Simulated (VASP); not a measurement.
# GaN (Cm) in VASP: a series of runs

Runs on GaN. Level: PBE. Tasks: single point.

All numbers are computed with VASP 6.6.1; they aren't measurements. Logs are shortened: lines on timing, memory, paths and dates and some standing lists are left out, and cuts for length are marked.

### 1 The cell of the first run

The structure is monoclinic, space group Cm (No. 8). The conventional cell has a = 6.433 Å, b = 6.433 Å, c = 4.548 Å, α = 90.00°, β = 90.00°, γ = 90.00°. Ga (site symmetry m) has 4 N at 1.97 to 2.10 Å within 2.6 Å. Ga (site symmetry m) has 4 N at 1.84 to 1.97 Å within 2.4 Å. Within 2.6 Å of Ga (site symmetry 1) lie 4 N at 1.97 to 1.98 Å. Within 2.4 Å of N (site symmetry m) lie 4 Ga at 1.84 to 2.10 Å. Within 2.6 Å of N (site symmetry m) lie 4 Ga at 1.97 Å. N (site symmetry 1) has 4 Ga at 1.97 Å within 2.6 Å.

### 2 Single point, PBE (atom 5 (N) moved +0.160 Å towards its neighbour atom 6 (N) at 3.216 Å)

INCAR

```
PREC = Accurate ; ENCUT = 520
EDIFF = 1E-6 ; ISMEAR = 0
SIGMA = 0.05 ; LREAL = False
LASPH = True ; NELM = 60
ALGO = Normal ; ISIF = 2
LWAVE = False ; LCHARG = True
GGA = PE ; LELF = True
LVHAR = True ; NBANDS = 46
```

KPOINTS

```
regular mesh
0
Gamma
  6 6 6
```

POSCAR

```
GaN
1.0
    4.5484769745      0.0000000000      0.0000000000
    0.0000000000     -4.5484769745      0.0000000000
    0.0000000000      0.0000000000     -4.5484769745
Ga N
4 4
Direct
    0.0000000000      0.0000000000      0.0000000000
    0.5000000000      0.5000000000      0.0000000000
    0.5000000000      0.0000000000      0.5000000000
    0.0000000000      0.5000000000      0.5000000000
    0.7251263806      0.7251263806      0.7500000000
    0.2500000000      0.2500000000      0.7500000000
    0.2500000000      0.7500000000      0.2500000000
    0.7500000000      0.2500000000      0.2500000000
```

Potentials or basis: VASP PAW PBE potentials, release 64 (Ga_d, N).

Started as:

```sh
$ cat potpaw_PBE.64/Ga_d/POTCAR potpaw_PBE.64/N/POTCAR > POTCAR
$ mpirun -np 1 vasp_std > vasp.out
```

OUTCAR:

```text
PREC = Accurate
   ENCUT = 520
   EDIFF = 1E-6
   ISMEAR = 0
   LREAL = False
   LASPH = True
   NELM = 60
   ISIF = 2
   GGA = PE

 ion  position               nearest neighbor table
   1  0.000  0.000  0.000-   6 1.97   7 1.97   8 1.97   5 2.10
   2  0.500  0.500  0.000-   5 1.84   6 1.97   7 1.97   8 1.97
   3  0.500  0.000  0.500-   6 1.97   7 1.97   8 1.97   5 1.98
   4  0.000  0.500  0.500-   6 1.97   7 1.97   8 1.97   5 1.98
   5  0.725  0.725  0.750-   2 1.84   3 1.98   4 1.98   1 2.10
   6  0.250  0.250  0.750-   1 1.97   2 1.97   3 1.97   4 1.97
   7  0.250  0.750  0.250-   1 1.97   2 1.97   3 1.97   4 1.97
   8  0.750  0.250  0.250-   1 1.97   2 1.97   3 1.97   4 1.97

  LATTYP: Found a simple cubic cell.
 ALAT       =     4.5484769745

  Lattice vectors:

 A1 = (   4.5484769745,   0.0000000000,   0.0000000000)
 A2 = (   0.0000000000,  -4.5484769745,   0.0000000000)
 A3 = (   0.0000000000,   0.0000000000,  -4.5484769745)

Analysis of symmetry for initial positions (statically):
=====================================================================
 Subroutine PRICEL returns:
 Original cell was already a primitive cell.

 Routine SETGRP: Setting up the symmetry group for a
 simple cubic supercell.

 Subroutine GETGRP returns: Found  2 space group operations
 (whereof  2 operations were pure point group operations)
 out of a pool of 48 trial point group operations.

The static configuration has the point symmetry C_1h.

Analysis of symmetry for dynamics (positions and initial velocities):
=====================================================================
 Subroutine PRICEL returns:
 Original cell was already a primitive cell.

 Routine SETGRP: Setting up the symmetry group for a
 simple cubic supercell.

 Subroutine GETGRP returns: Found  2 space group operations
 (whereof  2 operations were pure point group operations)
 out of a pool of 48 trial point group operations.

The dynamic configuration has the point symmetry C_1h.

 Subroutine INISYM returns: Found  2 space group operations
 (whereof  2 operations are pure point group operations),
 and found     1 'primitive' translations

----------------------------------------------------------------------------------------

                                     Primitive cell

[... 100 lines left out ...]
   ENCUT  =  520.0 eV  38.22 Ry    6.18 a.u.   8.46  8.46  8.46*2*pi/ulx,y,z
   NELM   =     60;   NELMIN=  2; NELMDL= -5     # of ELM steps
   EDIFF  = 0.1E-05   stopping-criterion for ELM
   LREAL  =      F    real-space projection
   EDIFFG = 0.1E-04   stopping-criterion for IOM
   NSW    =      0    number of steps for IOM
   IBRION =     -1    ionic relax: 0-MD 1-quasi-New 2-CG
   NFREE  =      0    steps in history (QN), initial steepest desc. (CG)
   ISIF   =      2    stress and relaxation
   ISYM   =      2    0-nonsym 1-usesym 2-fastsym
   POTIM  = 0.5000    time-step for ionic-motion
   TEBEG  =    0.0;   TEEND  =   0.0 temperature during run
   PSTRESS=    0.0 pullay stress
   NELECT =      72.0000    total number of electrons
   NUPDOWN=      -1.0000    fix difference up-down
   EMIN   =  10.00;   EMAX   =-10.00  energy-range for DOS
   EFERMI =   0.00;   METHOD = LEGACY
   ISMEAR =     0;   SIGMA  =   0.05  broadening in eV -4-tet -1-fermi 0-gaus
   EFERMI_NEDOS =   21; number of points for ismear=-14 and -15
   IALGO  =     38    algorithm
   IMIX   =      4    mixing-type and parameters
     AMIX     =   0.40;   BMIX     =  1.00
     AMIX_MAG =   1.60;   BMIX_MAG =  1.00
  volume/ion in A,a.u.               =      11.76        79.38
  Fermi-wavevector in a.u.,A,eV,Ry     =   1.497337  2.829557 30.504523  2.242019
  Thomas-Fermi vector in A             =   2.609238
   LORBIT       =      0    0 simple, 1 ext, 2 COOP (PROOUT), +10 PAW based schemes
   GGA     = PE    functional components
   LHFCALC =     F    Hartree Fock is set to
   AEXX    =    0.0000 exact exchange contribution
   IVDW    =     0    specifies the selected vdW correction
   LEPSILON=     F    determine dielectric tensor
   LRPA    =     F    only Hartree local field effects (RPA)
 non-spin polarized calculation
 Gauss-broadening in eV      SIGMA  =   0.05
  energy-cutoff  :      520.00
  volume of cell :       94.10
 maximum number of plane-waves:      2560
 NGX is ok and might be reduce to    36
   NGX = 17   NGY = 17   NGZ = 17

 number of electron      72.0000090 magnetization

 Free energy of the ion-electron system (eV)
  ---------------------------------------------------
  ext. energy  EPLUGINS =         0.00000000
  ---------------------------------------------------
  free energy    TOTEN  =       -48.40351199 eV

  energy without entropy =      -48.40351199  energy(sigma->0) =      -48.40351199

 E-fermi :   5.2734     XC(G=0): -11.5212

 val. band max:        5.0643164000   @ k =   0.0000   0.0000   0.0000
 cond. band min:       6.5174535651   @ k =   0.0000   0.0000   0.0000
 fundamental gap:      1.4531371651
 Fermi energy:         5.2734488235

 k-point     1 :       0.0000    0.0000    0.0000
  band No.  band energies     occupation
      1     -10.7365      2.00000
      2      -9.7884      2.00000
      3      -9.7587      2.00000
      4      -9.7562      2.00000
      5      -8.4607      2.00000
      6      -8.4478      2.00000
[... 1165 lines left out ...]
     45      14.2124      0.00000
     46      14.3382      0.00000

 [... further k-points ...]
[... 5 lines left out ...]
  --------------------------------------------------------------------------------------
  -------------------------------------------------------------------------------------
  Total        0.3609271      0.3609271      0.6770619     -0.4401248     -0.8698831      0.8698837
  in kB        6.1451447      6.1451447     11.5276543     -7.4935633    -14.8106272     14.8106378
  external PRESSURE =       7.9393146 kB  Pullay stress =       0.0000000 kB

 VOLUME and BASIS-vectors are now :
 -----------------------------------------------------------------------------
  energy-cutoff  :      520.00
  volume of cell :       94.10
      direct lattice vectors                 reciprocal lattice vectors
     4.548476974  0.000000000  0.000000000     0.219853812  0.000000000  0.000000000
     0.000000000 -4.548476974  0.000000000     0.000000000 -0.219853812  0.000000000
     0.000000000  0.000000000 -4.548476974     0.000000000  0.000000000 -0.219853812

 POSITION                                       TOTAL-FORCE (eV/Angst)
 -----------------------------------------------------------------------------------
      0.00000      0.00000      0.00000        -0.358799      0.358799      0.241916
      2.27424     -2.27424      0.00000        -0.794521      0.794521     -0.795954
      2.27424      0.00000     -2.27424        -0.070153      0.114639     -0.044587
      0.00000     -2.27424     -2.27424        -0.114639      0.070153     -0.044587
      3.29822     -3.29822     -3.41136         1.897710     -1.897710      0.649182
      1.13712     -1.13712     -3.41136        -0.291017      0.291017      0.002712
      1.13712     -3.41136     -1.13712        -0.286436     -0.017854     -0.004341
      3.41136     -1.13712     -1.13712         0.017854      0.286436     -0.004341
 -----------------------------------------------------------------------------------
    total drift:                               -0.000055      0.000055     -0.000082

  FREE ENERGIE OF THE ION-ELECTRON SYSTEM (eV)
  ---------------------------------------------------
  free  energy   TOTEN  =       -48.4035119929 eV

  energy  without entropy=      -48.4035119929  energy(sigma->0) =      -48.40351199
```

OSZICAR:

```text
N       E                     dE             d eps       ncg     rms          rms(c)
DAV:   1     0.765106491402E+03    0.76511E+03   -0.33440E+04  7334   0.288E+03
DAV:   2     0.952518599026E+02   -0.66985E+03   -0.63527E+03  6488   0.692E+02
DAV:   3    -0.447051073599E+02   -0.13996E+03   -0.13580E+03  7234   0.214E+02
DAV:   4    -0.559717716603E+02   -0.11267E+02   -0.11158E+02  8080   0.626E+01
DAV:   5    -0.562942789754E+02   -0.32251E+00   -0.32199E+00  7504   0.111E+01    0.153E+01
DAV:   6    -0.481144411022E+02    0.81798E+01   -0.24677E+01 11618   0.563E+01    0.416E+00
DAV:   7    -0.484457672115E+02   -0.33133E+00   -0.42028E+00  6986   0.127E+01    0.380E+00
DAV:   8    -0.484382885272E+02    0.74787E-02   -0.55019E-01  8810   0.147E+01    0.108E+00
DAV:   9    -0.484016967054E+02    0.36592E-01   -0.16120E-01  9468   0.738E+00    0.530E-01
DAV:  10    -0.484031728365E+02   -0.14761E-02   -0.30524E-02  7372   0.136E+00    0.278E-01
DAV:  11    -0.484035844289E+02   -0.41159E-03   -0.19891E-03  9226   0.806E-01    0.725E-02
DAV:  12    -0.484034665497E+02    0.11788E-03   -0.11063E-03  9468   0.576E-01    0.235E-02
DAV:  13    -0.484035164292E+02   -0.49879E-04   -0.47387E-04  7386   0.168E-01    0.368E-02
DAV:  14    -0.484035158186E+02    0.61057E-06   -0.28191E-05  8492   0.416E-02    0.226E-02
DAV:  15    -0.484035111882E+02    0.46304E-05   -0.16943E-05  9024   0.574E-02    0.597E-03
DAV:  16    -0.484035119929E+02   -0.80473E-06   -0.33588E-06  5840   0.181E-02
   1 F= -.48403512E+02 E0= -.48403512E+02  d E =-.329728E-11
```

stdout:

```text
POSCAR found type information on POSCAR GaN
 POSCAR found :  2 types and       8 ions
 scaLAPACK will be used
 LDA part: xc-table for (Slater+PW92), standard interpolation
 POSCAR, INCAR and KPOINTS ok, starting setup
 FFT: planning ... GRIDC
 FFT: planning ... GRID_SOFT
 FFT: planning ... GRID
 WAVECAR not read
 entering main loop
```

It took 12 min on 1 thread of Oxide Virtual Turin-like, shared host; peak memory 0.3 GiB.

Results:

```
Free energy            : -48.4035 eV
Pressure               : 0.8 GPa
Largest force          : 2.761 eV/Å
Band gap on the k mesh : 1.45 eV
```

Forces in eV/Å, atoms in the order of the input:
```
Ga  -0.359  0.359  0.242
Ga  -0.795  0.795 -0.796
Ga  -0.070  0.115 -0.045
Ga  -0.115  0.070 -0.045
N    1.898 -1.898  0.649
N   -0.291  0.291  0.003
N   -0.286 -0.018 -0.004
N    0.018  0.286 -0.004
```

Stress tensor (GPa, compression positive):
```
 0.61 -0.75  1.48
-0.75  0.61 -1.48
 1.48 -1.48  1.15
```

Caveat: the cell differs from its parent crystal (atom 5 (N) moved +0.160 Å towards its neighbour atom 6 (N) at 3.216 Å); forces of over 1 eV/Å act on the atoms, so gaps and moduli don't describe the material at rest.

### 3 Single point, PBE (atom 5 (N) moved -0.120 Å towards its neighbour atom 6 (N) at 3.216 Å)

INCAR

```
ALGO = Normal
EDIFF = 1E-7
ENCUT = 520
GGA = PE
ISIF = 2
ISMEAR = 0
LASPH = T
LCHARG = F
LREAL = F
LWAVE = F
NBANDS = 46
NELM = 60
PREC = Accurate
SIGMA = 0.05
```

KPOINTS

```
k-points
0
Gamma
  6 6 6
```

POSCAR, as its differences from that of step 2:

```diff
@@ -12,3 +12,3 @@
     0.0000000000      0.5000000000      0.5000000000
-    0.7251263806      0.7251263806      0.7500000000
+    0.7686552145      0.7686552145      0.7500000000
     0.2500000000      0.2500000000      0.7500000000
```

Potentials or basis: VASP PAW PBE potentials, release 64 (Ga_d, N).

Started as:

```sh
$ cat potpaw_PBE.64/Ga_d/POTCAR potpaw_PBE.64/N/POTCAR > POTCAR
$ mpirun -np 1 vasp_std > vasp.out
```

Wall time 15 min (1 thread of Oxide Virtual Turin-like, shared host); peak memory 0.31 GiB.

Results (log left out):

```
Free energy            : -48.4968 eV
Pressure               : 0.5 GPa
Largest force          : 2.017 eV/Å
Band gap on the k mesh : 1.48 eV
```

Forces on the atoms (eV/Å):
```
Ga   0.546 -0.546 -0.523
Ga   0.301 -0.301  0.215
Ga   0.081 -0.056 -0.025
Ga   0.056 -0.081 -0.025
N   -1.403  1.403  0.362
N    0.217 -0.217  0.002
N    0.215  0.013 -0.002
N   -0.013 -0.215 -0.002
```

Stress tensor (GPa, compression positive):
```
 0.39 -0.42 -1.07
-0.42  0.39  1.07
-1.07  1.07  0.69
```

Levels at points of the mesh, in eV from the valence-band top:
| k point | band 34 | band 35 | band 36 | band 37 | band 38 | band 39 |
| --- | --- | --- | --- | --- | --- | --- |
| (0.00, 0.00, 0.00) | -0.12 | -0.07 | 0.00 | 1.48 | 3.27 | 3.29 |
| (0.50, 0.00, 0.00) | -1.53 | -1.46 | -1.38 | 4.38 | 4.41 | 6.06 |
| (0.00, 0.00, 0.50) | -1.49 | -1.48 | -1.46 | 4.36 | 4.39 | 6.06 |
| (0.50, 0.50, 0.00) | -1.05 | -1.01 | -0.96 | 5.74 | 6.16 | 6.17 |
| (0.00, 0.50, 0.50) | -1.05 | -1.05 | -0.93 | 5.88 | 6.04 | 6.24 |
| (0.50, 0.50, 0.50) | -0.99 | -0.91 | -0.81 | 4.24 | 4.37 | 4.39 |

Caveat: the cell differs from its parent crystal (atom 5 (N) moved -0.120 Å towards its neighbour atom 6 (N) at 3.216 Å); forces of over 1 eV/Å act on the atoms, so gaps and moduli don't describe the material at rest.
